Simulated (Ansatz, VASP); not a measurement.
One calculation of Ba2CBrO6, two programs

```
Br O C Ba
1.0
     0.00000    4.08488    4.08488
     4.08488    0.00000    4.08488
     4.08488    4.08488    0.00000
Br O C Ba
1 6 1 2
Cartesian
  4.0849 4.0849 4.0849
  1.9199 4.0849 4.0849
  4.0849 1.9199 4.0849
  6.2499 4.0849 4.0849
  4.0849 6.2499 4.0849
  4.0849 4.0849 1.9199
  4.0849 4.0849 6.2499
  0.0000 0.0000 0.0000
  2.0424 2.0424 2.0424
  6.1273 6.1273 6.1273
```

Alike in both runs: task single point; functional r2SCAN; k mesh 4 × 4 × 4; no spin polarisation.

|  | VASP | Ansatz |
| --- | --- | --- |
| version | VASP 6.6.1 | Ansatz 0.2.0 |
| potentials or method | VASP PAW PBE potentials, release 64 (Br, O_h, C_h, Ba_sv), cutoff 910 eV | PAW plane waves |
| occupations | fermi-dirac, width 0.1 eV | fermi-dirac |
| valence electrons in the cell | 67 | 67 |

|  | VASP | Ansatz | Ansatz less VASP |
| --- | --- | --- | --- |
| gap on the k mesh at the Fermi level (eV) | none | none | - |
| rms of the force components (eV/Å) | 0.184 | 0.181 | -0.0035 |

VASP's potentials were made for PBE, not for r2SCAN. Atom by atom the forces differ by 0.004 eV/Å (rms over components). A gap of «none» marks a metal or a gap that the smearing closes.

Neither program's run includes spin-orbit coupling. Noted on VASP's run: the cutoff is short for stress, so the pressure is rough.
